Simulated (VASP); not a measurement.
# Cr (P6_3/mmc) in VASP: notebook

The runs below take Cr through relaxation of cell and atoms, single point, with PBEsol, PBE.

Program: VASP 6.6.1. These are calculated values, not measurements. Logs are shortened: lines on timing, memory, paths and dates and some standing lists are left out, and cuts for length are marked.

## Step 1: The cell of the first run

It takes space group P6_3/mmc (No. 194, hexagonal). Conventional cell: a = 2.714 Å, b = 2.714 Å, c = 4.410 Å, α = 90.00°, β = 90.00°, γ = 120.00°. Within 3.6 Å of Cr (site symmetry -6m2) lie 12 Cr at 2.71 Å.

## Step 2: Relaxation of cell and atoms, PBEsol, collinear spin, ferromagnetic start

The input, INCAR:

```
SYSTEM = Cr
  PREC = Accurate
  ENCUT = 600
  EDIFF = 1E-6
  ISMEAR = -1
  SIGMA = 0.05
  LREAL = .False.
  LASPH = .True.
  NELM = 150
  ALGO = Fast
  ISIF = 3
  LWAVE = .False.
  LCHARG = .False.
  ISPIN = 2
  MAGMOM = 3 3
  LORBIT = 11
  LMAXMIX = 4
  GGA = PS
  IBRION = 2
  NSW = 60
  EDIFFG = -0.01
```

The input, KPOINTS:

```
regular mesh
0
Gamma
  11 11 6
  0 0 0
```

The input, POSCAR:

```
Cr
1.0
    2.7140000000      0.0000000000      0.0000000000
   -1.3570000000      2.3503929459      0.0000000000
    0.0000000000      0.0000000000      4.4100000000
Cr
2
Direct
    0.6666666667      0.3333333333      0.7500000000
    0.3333333333      0.6666666667      0.2500000000
```

Potentials or basis: VASP PAW PBE potentials, release 64 (Cr_pv).

Launch:

```console
> cat potpaw_PBE.64/Cr_pv/POTCAR > POTCAR
> mpirun -np 1 vasp_std > vasp.out
```

OUTCAR:

```text
SYSTEM = Cr
   PREC = Accurate
   ENCUT = 600
   EDIFF = 1E-6
   ISMEAR = -1
   LREAL = .False.
   LASPH = .True.
   NELM = 150
   ISIF = 3
   ISPIN = 2
   LORBIT = 11
   GGA = PS
   IBRION = 2
   NSW = 60
   EDIFFG = -0.01

 ion  position               nearest neighbor table
   1  0.667  0.333  0.750-   2 2.71   2 2.71   2 2.71   2 2.71   2 2.71   2 2.71
   2  0.333  0.667  0.250-   1 2.71   1 2.71   1 2.71   1 2.71   1 2.71   1 2.71

  LATTYP: Found a hexagonal cell.
 ALAT       =     2.7140000000
 C/A-ratio  =     1.6249078850

  Lattice vectors:

 A1 = (   2.7140000000,   0.0000000000,   0.0000000000)
 A2 = (  -1.3570000000,   2.3503929459,   0.0000000000)
 A3 = (   0.0000000000,   0.0000000000,   4.4100000000)

Analysis of symmetry for initial positions (statically):
=====================================================================
 Subroutine PRICEL returns:
 Original cell was already a primitive cell.

 Routine SETGRP: Setting up the symmetry group for a
 hexagonal supercell.

 Subroutine GETGRP returns: Found 24 space group operations
 (whereof 12 operations were pure point group operations)
 out of a pool of 24 trial point group operations.

The static configuration has the point symmetry D_3d.
 The point group associated with its full space group is D_6h.

Analysis of symmetry for dynamics (positions and initial velocities):
=====================================================================
 Subroutine PRICEL returns:
 Original cell was already a primitive cell.

 Routine SETGRP: Setting up the symmetry group for a
 hexagonal supercell.

 Subroutine GETGRP returns: Found 24 space group operations
 (whereof 12 operations were pure point group operations)
 out of a pool of 24 trial point group operations.

The dynamic configuration has the point symmetry D_3d.
 The point group associated with its full space group is D_6h.

Analysis of structural, dynamic, and magnetic symmetry:
=====================================================================
 Subroutine PRICEL returns:
 Original cell was already a primitive cell.

 Routine SETGRP: Setting up the symmetry group for a
 hexagonal supercell.

 Subroutine GETGRP returns: Found 24 space group operations
 (whereof 12 operations were pure point group operations)
 out of a pool of 24 trial point group operations.

The overall configuration has the point symmetry D_3d.
 The point group associated with its full space group is D_6h.

 Subroutine INISYM returns: Found 24 space group operations
 (whereof 12 operations are pure point group operations),
 and found     1 'primitive' translations

[... 110 lines left out ...]
   EFERMI_NEDOS =   21; number of points for ismear=-14 and -15
   IALGO  =     68    algorithm
   IMIX   =      4    mixing-type and parameters
     AMIX     =   0.40;   BMIX     =  1.00
     AMIX_MAG =   1.60;   BMIX_MAG =  1.00
  volume/ion in A,a.u.               =      14.07        94.92
  Fermi-wavevector in a.u.,A,eV,Ry     =   1.552681  2.934142 32.801180  2.410819
  Thomas-Fermi vector in A             =   2.657021
   LORBIT       =     11    0 simple, 1 ext, 2 COOP (PROOUT), +10 PAW based schemes
   GGA     = PS    functional components
   LHFCALC =     F    Hartree Fock is set to
   AEXX    =    0.0000 exact exchange contribution
   IVDW    =     0    specifies the selected vdW correction
   LEPSILON=     F    determine dielectric tensor
   LRPA    =     F    only Hartree local field effects (RPA)
 conjugate gradient relaxation of ions
 spin polarized calculation
 RMM-DIIS sequential band-by-band and
  energy-cutoff  :      600.00
  volume of cell :       28.13
 maximum number of plane-waves:       966
 NGX is ok and might be reduce to    24
   NGX = 11   NGY = 11   NGZ = 17

--------------------------------------- Ionic step        1  -------------------------------------------

 number of electron      24.0000013 magnetization       1.6848762

 Free energy of the ion-electron system (eV)
  ---------------------------------------------------
  ext. energy  EPLUGINS =         0.00000000
  ---------------------------------------------------
  free energy    TOTEN  =       -18.91361260 eV

  energy without entropy =      -18.87907024  energy(sigma->0) =      -18.89634142

 E-fermi :   8.1354     XC(G=0): -12.6927

 val. band max:        8.1298572920   @ k =   0.0000   0.0000   0.1667
 cond. band min:       8.1355379022   @ k =   0.4545  -0.0000   0.0000
 fundamental gap:      0.0056806103
 Fermi energy:         8.1353611683

 spin component 1

 k-point     1 :       0.0000    0.0000    0.0000
  band No.  band energies     occupation
      1     -35.1555      1.00000
      2     -34.8046      1.00000
      3     -34.8046      1.00000
      4     -34.7378      1.00000
      5     -34.7378      1.00000
      6     -34.6651      1.00000
[... 1156 lines left out ...]
  FREE ENERGIE OF THE ION-ELECTRON SYSTEM (eV)
  ---------------------------------------------------
  free  energy   TOTEN  =       -19.5843995273 eV

  energy  without entropy=      -19.5493291526  energy(sigma->0) =      -19.56686434

[... ionic steps 4 to 13 ...]

--------------------------------------- Ionic step       14  -------------------------------------------

 number of electron      24.0000001 magnetization      -0.0000011

------------------------ aborting loop because EDIFF is reached ----------------------------------------
[... 69 lines left out ...]
 number of electron      24.0000001 magnetization       0.0000003

 number of electron      24.0000001 magnetization      -0.0000021

 Free energy of the ion-electron system (eV)
  ---------------------------------------------------
  ext. energy  EPLUGINS =         0.00000000
  ---------------------------------------------------
  free energy    TOTEN  =       -19.67068817 eV

  energy without entropy =      -19.64968944  energy(sigma->0) =      -19.66018880

 E-fermi :  10.7772     XC(G=0): -13.8606

 val. band max:       10.7756523926   @ k =   0.3636  -0.0000   0.1667
 cond. band min:      10.7843564141   @ k =   0.3636  -0.0000   0.0000
 fundamental gap:      0.0087040215
 Fermi energy:        10.7771702822

 spin component 1

 k-point     1 :       0.0000    0.0000    0.0000
  band No.  band energies     occupation
      1     -32.3854      1.00000
      2     -31.6222      1.00000
      3     -31.4386      1.00000
      4     -31.4386      1.00000
      5     -31.3671      1.00000
      6     -31.3671      1.00000
[... 1080 lines left out ...]
  FREE ENERGIE OF THE ION-ELECTRON SYSTEM (eV)
  ---------------------------------------------------
  free  energy   TOTEN  =       -19.6706881704 eV

  energy  without entropy=      -19.6496894377  energy(sigma->0) =      -19.66018880

 reached required accuracy - stopping structural energy minimisation

 total charge

# of ion       s       p       d       tot
------------------------------------------
    1        0.446   6.397   4.262  11.104
    2        0.446   6.397   4.262  11.104
--------------------------------------------------
tot          0.891  12.793   8.524  22.208

 magnetization (x)

# of ion       s       p       d       tot
------------------------------------------
    1        0.000  -0.000   0.000   0.000
    2        0.000  -0.000   0.000   0.000
--------------------------------------------------
tot          0.000  -0.000   0.000   0.000
```

CONTCAR:

```text
Cr
   1.00000000000000
     2.4525301039618408   -0.0000000000000000   -0.0000000000000000
    -1.2262650519809204    2.1239533735978995    0.0000000000000000
     0.0000000000000000   -0.0000000000000000    4.3974493948707760
  Cr
     2
Direct
     0.6666666667000030    0.3333333332999970    0.7500000000000000
     0.3333333332999970    0.6666666667000030    0.2500000000000000

  0.00000000E+00  0.00000000E+00  0.00000000E+00
  0.00000000E+00  0.00000000E+00  0.00000000E+00
```

Run time: 7.9 min. Hardware: 1 thread of AMD EPYC 9R45 (Zen 5), shared host; peak memory 0.19 GiB.

Results:

```
Free energy                                           : -19.6707 eV
Relaxed volume                                        : 11.45 Å³/atom
Relaxed cell                                          : a = 2.453 Å, b = 2.453 Å, c = 4.397 Å, α = 90.00°, β = 90.00°, γ = 120.00°
Space group after relaxing (to 0.05 Å)                : P6_3/mmc (No. 194)
Energy gained by relaxing                             : 378.5 meV/atom
Ionic steps                                           : 16
Pressure after relaxing                               : 0.0 GPa
Band gap on the k mesh                                : zero (filled and empty bands overlap)
Net moment                                            : 0.00 μB per cell
Valence electrons inside the program's atomic spheres : Cr 11.10
```

The path:
| step | energy change (eV) | largest force (eV/Å) | pressure (GPa) | volume (Å³) |
| --- | --- | --- | --- | --- |
| 1 | 0.0000 | 0.0000 | -32.26 | 28.13 |
| 2 | 0.5060 | 0.0000 | 97.81 | 18.10 |
| 3 | -0.6708 | 0.0000 | -2.29 | 23.07 |
| 4 | -0.6728 | 0.0000 | -0.29 | 22.89 |
| 5 | -0.6728 | 0.0000 | 0.94 | 22.79 |
| 6 | -0.7301 | 0.0000 | 2.91 | 22.62 |
| 7 | -0.5831 | 0.0000 | 15.63 | 21.98 |
| 8 | -0.7475 | 0.0000 | 4.59 | 22.51 |
| 9 | -0.7489 | 0.0000 | 5.55 | 22.45 |
| 10 | -0.7309 | 0.0000 | -7.75 | 23.71 |
| 11 | -0.7567 | 0.0000 | 0.54 | 22.89 |
| 12 | -0.7567 | 0.0000 | 0.21 | 22.90 |
| 13 | -0.7571 | 0.0000 | -0.14 | 22.93 |
| 14 | -0.7571 | 0.0000 | -0.14 | 22.93 |
| 15 | -0.7571 | 0.0000 | -0.12 | 22.93 |
| 16 | -0.7571 | 0.0000 | 0.00 | 22.91 |

Final structure:
```yaml
crystal:
  lattice:
    - [2.45253, 0.00000, 0.00000]
    - [-1.22627, 2.12395, 0.00000]
    - [0.00000, 0.00000, 4.39745]
  atoms:
    - { symbol: Cr, position: [0.66667, 0.33333, 0.75000] }
    - { symbol: Cr, position: [0.33333, 0.66667, 0.25000] }
```

Caveat: the starting moments collapsed, and a magnetic state may lie lower; the volume moved by over 15 % at a fixed basis, so the end points are rough; the PAW data sets were made with another functional, which shifts forces and pressure a little; the volume moved by -19 % from the deposited cell, more than functionals usually miss.

## Step 3: Single point, PBE

The input, INCAR:

```
SYSTEM = Cr
PREC     = Accurate       ! precision mode
ENCUT    = 520            ! plane-wave cutoff, eV
EDIFF    = 1E-6           ! SCF threshold, eV
ISMEAR   = -1             ! smearing method
SIGMA    = 0.05           ! smearing width, eV
LREAL    = .FALSE.        ! projectors in reciprocal space
LASPH    = .TRUE.         ! aspherical terms in the spheres
NELM     = 60             ! most SCF steps
ALGO     = Fast           ! electronic algorithm
ISIF     = 2              ! what is computed and relaxed
LWAVE    = .FALSE.        ! write WAVECAR
LCHARG   = .TRUE.         ! write CHGCAR
GGA      = PE             ! functional
LELF     = .TRUE.         ! ELF
LVHAR    = .TRUE.       
NBANDS   = 19             ! bands
```

The input, KPOINTS:

```
regular mesh
0
G
  11 11 6
  0 0 0
```

POSCAR is that of step 2.

Potentials or basis: VASP PAW PBE potentials, release 64 (Cr_pv).

Launch:

```console
> cat potpaw_PBE.64/Cr_pv/POTCAR > POTCAR
> mpirun -np 1 vasp_std > vasp.out
```

Run time: 23 s. Hardware: 1 thread of Intel Xeon Platinum 8559C (Emerald Rapids), shared host; peak memory 0.15 GiB.

It converged, with:

* Free energy: -17.7016 eV
* Pressure: -27.6 GPa
* Band gap on the k mesh: zero (band 12 reaches 8.90 eV, above the bottom of band 13 at 7.91 eV)

Stress tensor (GPa, compression positive):
```
-31.02   0.00   0.00
  0.00 -31.02   0.00
  0.00   0.00 -20.89
```

Levels at points of the mesh, in eV from the Fermi level:
```tsv
k point	band 10	band 11	band 12	band 13	band 14	band 15
(0.00, 0.00, 0.00)	-0.30	-0.30	0.07	0.07	0.54	0.54
(0.00, 0.00, 0.50)	-0.85	-0.36	-0.36	-0.36	-0.36	1.43
```

Caveat: the run has no spin polarisation, though such a crystal can be magnetic. Spin polarisation is off, so any magnetic state and its effect on volume and gap are missing.

## Step 4: Single point, PBE, collinear spin, zero start

The input, INCAR:

```
PREC = Accurate ; ENCUT = 520
EDIFF = 1E-6 ; ISMEAR = -1
SIGMA = 0.05 ; LREAL = False
LASPH = True ; NELM = 150
ALGO = Normal ; ISIF = 2
LWAVE = False ; LCHARG = True
ISPIN = 2 ; MAGMOM = 0 0
LORBIT = 11 ; NUPDOWN = 0.0
LMAXMIX = 4 ; GGA = PE
LELF = True ; LVHAR = True
NBANDS = 23
```

The input, KPOINTS:

```
regular mesh
0
Gamma
  9 9 5
```

POSCAR is that of step 3.

Launch:

```console
> cat potpaw_PBE.64/Cr_pv/POTCAR > POTCAR
> mpirun -np 1 vasp_std > vasp.out
```

Wall time 22 s (1 thread of Intel Xeon Platinum 8559C (Emerald Rapids), shared host); peak memory 0.16 GiB.

The run converged. Its results:

```yaml
Free_energy: -17.7041 eV
Pressure: -27.7 GPa
Net_moment: 0.00 μB per cell
Valence_electrons_inside_the_program's_atomic_spheres: Cr 10.71
```

Stress tensor (GPa, compression positive):
```
-31.03   0.00   0.00
  0.00 -31.03   0.00
  0.00   0.00 -21.17
```

Caveat: the total moment is fixed, so each spin has its own Fermi level.

## Step 5: Single point, PBE, collinear spin, ferromagnetic start

The input, INCAR:

```
SYSTEM = Cr
ALGO     = Normal         ! electronic algorithm
EDIFF    = 1E-6           ! SCF threshold, eV
ENCUT    = 520            ! plane-wave cutoff, eV
GGA      = PE             ! functional
ISIF     = 2              ! what is computed and relaxed
ISMEAR   = -1             ! smearing method
ISPIN    = 2              ! spin polarisation
LASPH    = .True.         ! aspherical terms in the spheres
LCHARG   = .False.        ! write CHGCAR
LMAXMIX  = 4              ! l up to which the mixer works
LORBIT   = 11             ! projections on sites
LREAL    = .False.        ! projectors in reciprocal space
LWAVE    = .False.        ! write WAVECAR
MAGMOM   = 0.75 0.75      ! initial moments
NBANDS   = 23             ! bands
NELM     = 150            ! most SCF steps
NUPDOWN  = 1.5            ! fixed moment
PREC     = Accurate       ! precision mode
SIGMA    = 0.05           ! smearing width, eV
```

The input, KPOINTS:

```
k-points
0
Gamma
  9 9 5
  0 0 0
```

POSCAR is that of step 4.

Launch:

```console
> cat potpaw_PBE.64/Cr_pv/POTCAR > POTCAR
> mpirun -np 1 vasp_std > vasp.out
```

Run time: 20 s. Hardware: 1 thread of Intel Xeon Platinum 8559C (Emerald Rapids), shared host; peak memory 0.16 GiB.

It converged, with:

* Free energy: -17.7193 eV
* Pressure: -26.1 GPa
* Net moment: 1.50 μB per cell
* Site moments: Cr +0.70 μB
* Valence electrons inside the program's atomic spheres: Cr 10.71

Stress tensor (GPa, compression positive):
```
-28.24   0.00   0.00
  0.00 -28.24   0.00
  0.00   0.00 -21.90
```

Caveat: the total moment is fixed, so each spin has its own Fermi level.

## Step 6: Overview

| spin | fixed moment (μB) | k mesh | pressure (GPa) | moment (μB) |
| --- | --- | --- | --- | --- |
| off | - | 11 × 11 × 6 | -27.6 | - |
| collinear, zero start | 0.0 | 9 × 9 × 5 | -27.7 | 0.00 |
| collinear, ferromagnetic start | 1.5 | 9 × 9 × 5 | -26.1 | 1.50 |

Alike in all rows: task single point; level PBE; potentials or basis VASP PAW PBE potentials, release 64 (Cr_pv); cell as given; cutoff (eV) 520; smearing fermi-dirac 0.05 eV.

Caveats: the total moment is fixed, so each spin has its own Fermi level (some runs).

Absolute energies hang on the potentials; compare differences alone.
